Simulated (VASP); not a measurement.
# ZnSe (Cmme) in VASP: further runs, part 2 of 2

VASP 6.6.1.

### 4 Single point, PBEsol

File INCAR:

```
SYSTEM = ZnSe
ALGO     = Normal         ! electronic algorithm
EDIFF    = 1E-6           ! SCF threshold, eV
ENCUT    = 520            ! plane-wave cutoff, eV
GGA      = PS             ! functional
ISIF     = 2              ! what is computed and relaxed
ISMEAR   = -1             ! smearing method
LASPH    = .TRUE.         ! aspherical terms in the spheres
LCHARG   = .FALSE.        ! write CHGCAR
LREAL    = .FALSE.        ! projectors in reciprocal space
LWAVE    = .FALSE.        ! write WAVECAR
NBANDS   = 26             ! bands
NELM     = 100            ! most SCF steps
PREC     = Accurate       ! precision mode
SIGMA    = 0.02           ! smearing width, eV
```

File KPOINTS:

```
k-points
0
G
  6 6 4
  0 0 0
```

File POSCAR:

```
ZnSe
1.0
    4.1077020000      0.0136923400      0.0000000000
    0.0136923400      4.1077020000      0.0000000000
    0.0000000000      0.0000000000      6.0703500000
Zn Se
2 2
Direct
    0.0000000000      0.0000000000      0.0000000000
    0.5000000000      0.5000000000      0.0000000000
    0.0000000000      0.5000000000      0.2462800000
    0.5000000000      0.0000000000      0.7537200000
```

Potentials or basis: VASP PAW PBE potentials, release 64 (Zn, Se).

Started as:

```bash
$ cat potpaw_PBE.64/Zn/POTCAR potpaw_PBE.64/Se/POTCAR > POTCAR
$ mpirun -np 1 vasp_std > vasp.out
```

OUTCAR:

```text
SYSTEM = ZnSe
   EDIFF = 1E-6
   ENCUT = 520
   GGA = PS
   ISIF = 2
   ISMEAR = -1
   LASPH = .TRUE.
   LREAL = .FALSE.
   NELM = 100
   PREC = Accurate

 ion  position               nearest neighbor table
   1  0.000  0.000  0.000-   3 2.54   4 2.54   3 2.54   4 2.54   2 2.89   2 2.89   2 2.91   2 2.91

   2  0.500  0.500  0.000-   3 2.54   4 2.54   4 2.54   3 2.54   1 2.89   1 2.89   1 2.91   1 2.91

   3  0.000  0.500  0.246-   1 2.54   2 2.54   1 2.54   2 2.54
   4  0.500  0.000  0.754-   1 2.54   2 2.54   2 2.54   1 2.54

  LATTYP: Found a base centered orthorhombic cell.
 ALAT       =     5.7898039857
 B/A-ratio  =     1.0066889632
 C/A-ratio  =     1.0484551835

  Lattice vectors:

 A1 = (  -0.0136923400,  -4.1077020000,   0.0000000000)
 A2 = (   4.1077020000,   0.0136923400,   0.0000000000)
 A3 = (   0.0000000000,   0.0000000000,   6.0703500000)

Analysis of symmetry for initial positions (statically):
=====================================================================
 Subroutine PRICEL returns:
 Original cell was already a primitive cell.

 Routine SETGRP: Setting up the symmetry group for a
 base centered orthorhombic supercell.
[... 167 lines left out ...]
  ext. energy  EPLUGINS =         0.00000000
  ---------------------------------------------------
  free energy    TOTEN  =       -12.83147152 eV

  energy without entropy =      -12.83147152  energy(sigma->0) =      -12.83147152

 E-fermi :   0.9277     XC(G=0):  -8.8399

 val. band max:        0.5341610642   @ k =   0.0000   0.0000   0.0000
 cond. band min:       2.3783841335   @ k =   0.0000   0.0000   0.0000
 fundamental gap:      1.8442230693
 Fermi energy:         0.9276822065

 k-point     1 :       0.0000    0.0000    0.0000
  band No.  band energies     occupation
      1     -12.3769      2.00000
      2     -11.4507      2.00000
      3      -6.1833      2.00000
      4      -6.1698      2.00000
      5      -6.0970      2.00000
      6      -6.0873      2.00000
[... 685 lines left out ...]
     25       9.5081      0.00000
     26       9.5552      0.00000

 [... further k-points ...]
[... 5 lines left out ...]
  --------------------------------------------------------------------------------------
  -------------------------------------------------------------------------------------
  Total       -1.7821942     -1.7821942     -1.3753591     -0.0614351      0.0000000      0.0000000
  in kB      -27.8778221    -27.8778221    -21.5139378     -0.9609931      0.0000000      0.0000000
  external PRESSURE =     -25.7565274 kB  Pullay stress =       0.0000000 kB

 VOLUME and BASIS-vectors are now :
 -----------------------------------------------------------------------------
  energy-cutoff  :      520.00
  volume of cell :      102.43
      direct lattice vectors                 reciprocal lattice vectors
     4.107702000  0.013692340  0.000000000     0.243447823 -0.000811493  0.000000000
     0.013692340  4.107702000  0.000000000    -0.000811493  0.243447823  0.000000000
     0.000000000  0.000000000  6.070350000     0.000000000  0.000000000  0.164735147

 POSITION                                       TOTAL-FORCE (eV/Angst)
 -----------------------------------------------------------------------------------
      0.00000      0.00000      0.00000         0.000000      0.000000      0.000000
      2.06070      2.06070      0.00000        -0.000000      0.000000      0.000000
      0.00685      2.05385      1.49501        -0.000000      0.000000     -0.352745
      2.05385      0.00685      4.57534        -0.000000      0.000000      0.352745
 -----------------------------------------------------------------------------------
    total drift:                                0.000000     -0.000000     -0.000000

  FREE ENERGIE OF THE ION-ELECTRON SYSTEM (eV)
  ---------------------------------------------------
  free  energy   TOTEN  =       -12.8314715194 eV

  energy  without entropy=      -12.8314715193  energy(sigma->0) =      -12.83147152
```

OSZICAR:

```text
N       E                     dE             d eps       ncg     rms          rms(c)
DAV:   1     0.230854370877E+03    0.23085E+03   -0.16742E+04  2028   0.152E+03
DAV:   2     0.874612756307E+01   -0.22211E+03   -0.21349E+03  2096   0.327E+02
DAV:   3    -0.130617820357E+02   -0.21808E+02   -0.21612E+02  2490   0.103E+02
DAV:   4    -0.135074332881E+02   -0.44565E+00   -0.44484E+00  2290   0.148E+01
DAV:   5    -0.135104579748E+02   -0.30247E-02   -0.30243E-02  2450   0.114E+00    0.672E+00
DAV:   6    -0.128575563531E+02    0.65290E+00   -0.17324E+00  2802   0.345E+01    0.552E+00
DAV:   7    -0.128381368387E+02    0.19420E-01   -0.51451E-01  2130   0.535E+00    0.247E+00
DAV:   8    -0.128317333925E+02    0.64034E-02   -0.11209E-02  2390   0.904E-01    0.558E-01
DAV:   9    -0.128313413904E+02    0.39200E-03   -0.20089E-03  2480   0.778E-01    0.904E-02
DAV:  10    -0.128314588496E+02   -0.11746E-03   -0.49366E-04  2134   0.261E-01    0.309E-02
DAV:  11    -0.128314712353E+02   -0.12386E-04   -0.75017E-05  2246   0.861E-02    0.136E-02
DAV:  12    -0.128314692899E+02    0.19454E-05   -0.17460E-05  2348   0.240E-02    0.409E-03
DAV:  13    -0.128314713765E+02   -0.20865E-05   -0.55563E-06  2156   0.120E-02    0.285E-03
DAV:  14    -0.128314715194E+02   -0.14290E-06   -0.26578E-07  1574   0.313E-03
   1 F= -.12831472E+02 E0= -.12831472E+02  d E =-.318230E-10
```

stdout:

```text
POSCAR found type information on POSCAR ZnSe
 POSCAR found :  2 types and       4 ions
 scaLAPACK will be used
 -----------------------------------------------------------------------------
|                                                                             |
|                                                                             |
|     You enforced a specific xc type in the INCAR file but a different       |
|     I HOPE YOU KNOW WHAT YOU ARE DOING!                                     |
|                                                                             |
 -----------------------------------------------------------------------------

 LDA part: xc-table for (Slater+PW92), standard interpolation
 POSCAR, INCAR and KPOINTS ok, starting setup
 FFT: planning ... GRIDC
 FFT: planning ... GRID_SOFT
 FFT: planning ... GRID
 WAVECAR not read
 entering main loop
```

Run time: 85 s. Hardware: 1 thread of AMD EPYC 9R45 (Zen 5), shared host; peak memory 0.22 GiB.

Results:

```
Free energy            : -12.8315 eV
Pressure               : -2.6 GPa
Largest force          : 0.353 eV/Å
Band gap on the k mesh : 1.84 eV, direct
```

Forces in eV/Å, atoms in the order of the input:
```
Zn   0.000  0.000  0.000
Zn   0.000  0.000  0.000
Se   0.000  0.000 -0.353
Se   0.000  0.000  0.353
```

Stress tensor (GPa, compression positive):
```
-2.79 -0.10  0.00
-0.10 -2.79  0.00
 0.00  0.00 -2.15
```

Caveat: the PAW data sets were made with another functional, which shifts forces and pressure a little. As with any semilocal functional, this PBEsol gap is likely too small.

### 5 Overview

| cell | gap on the mesh (eV) | pressure (GPa) | largest force (eV/Å) |
| --- | --- | --- | --- |
| a = 4.108, b = 4.108, c = 6.070 Å, angles 90.0, 90.0, 90.8°, 4 atoms | 1.83 | -2.6 | 0.35 |
| a = 4.108, b = 4.108, c = 6.070 Å, angles 90.0, 90.0, 90.4°, 4 atoms | 1.84 | -2.6 | 0.35 |
| a = 4.108, b = 4.108, c = 6.070 Å, angles 90.0, 90.0, 89.6°, 4 atoms | 1.84 | -2.6 | 0.35 |

Alike in all rows: task single point; level PBEsol; potentials or basis VASP PAW PBE potentials, release 64 (Zn, Se); no spin polarisation; k mesh 6 × 6 × 4; cutoff (eV) 520; smearing fermi-dirac 0.02 eV.

Caveats: the PAW data sets were made with another functional, which shifts forces and pressure a little.

Absolute energies hang on the potentials; compare differences alone.
